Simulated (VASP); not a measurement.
Runs of VASP 6.6.1 on LiF. The structure is that of space group I4/mmm (No. 139), or close to it. The cells are those of the table. 

| cell | gap on the mesh (eV) |
| --- | --- |
| a = 2.848, b = 3.041, c = 3.041 Å, angles 55.9, 62.1, 62.1°, 2 atoms | (a) |
| a = 2.848, b = 2.693, c = 2.693 Å, angles 63.9, 58.1, 58.1°, 2 atoms | 9.84 |
| a = 2.848, b = 3.069, c = 3.069 Å, angles 55.3, 62.4, 62.4°, 2 atoms | 7.68 |
| a = 2.848, b = 3.013, c = 3.013 Å, angles 56.4, 61.8, 61.8°, 2 atoms | 7.93 |

Alike in all rows: task single point; level PBEsol; potentials or basis VASP PAW PBE potentials, release 64 (Li_sv, F); no spin polarisation; k mesh 10 × 10 × 10; cutoff (eV) 520; smearing gaussian 0.05 eV.

Q: Estimate the missing entries.

A: (a) 7.80.

A k mesh can miss the band edges.
